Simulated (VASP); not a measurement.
Set up this calculation in VASP 6.6.1, as the native input.

```yaml
Task: single point
Functional: PBEsol
Dispersion: D3(BJ)
Potentials_or_basis: VASP PAW PBE potentials, release 64 (Al)
Cutoff: 520 eV
k_mesh: 18 × 18 × 6
Occupations: gaussian, width 0.15 eV
Spin: no spin polarisation
Dipole_correction: no
Further_INCAR_settings: ALGO = Fast; EDIFF = 1e-06; NBANDS = 14
```

The structure of Al lies in POSCAR:

```
Al
1.0
    2.9968000000      0.0000000000      0.0000000000
   -1.4984000000      2.5953049301      0.0000000000
    0.0000000000      0.0000000000     11.1775000000
Al
4
Direct
    0.0000000000      0.0000000000      0.0000000000
    0.3333333333      0.6666666667      0.2500000000
    0.0000000000      0.0000000000      0.5000000000
    0.6666666667      0.3333333333      0.7500000000
```

These files were run (other wordings do the same):

INCAR

```
SYSTEM = Al
  PREC = Accurate
  ENCUT = 520
  EDIFF = 1E-6
  ISMEAR = 0
  SIGMA = 0.15
  LREAL = .FALSE.
  LASPH = .TRUE.
  NELM = 80
  ALGO = Fast
  ISIF = 2
  LWAVE = .FALSE.
  LCHARG = .FALSE.
  GGA = PS
  IVDW = 12
  NBANDS = 14
```

KPOINTS

```
Automatic mesh
0
G
  18 18 6
  0 0 0
```

Potentials or basis: VASP PAW PBE potentials, release 64 (Al).

Command:

```bash
$ cat potpaw_PBE.64/Al/POTCAR > POTCAR
$ mpirun -np 1 vasp_std > vasp.out
```

It gave:

```
Pressure                   : -13.0 GPa
Band gap on the k mesh     : zero (band 6 reaches 7.82 eV, above the bottom of band 7 at 4.06 eV)
Dispersion energy per atom : -0.239 eV
```

Caveat: the PAW data sets were made with another functional, which shifts forces and pressure a little; pairwise dispersion overbinds metals, which lowers pressure and volume.

Run time: 5.2 min on 1 thread of AMD EPYC 7R13, on a shared host, peak memory 0.27 GiB.
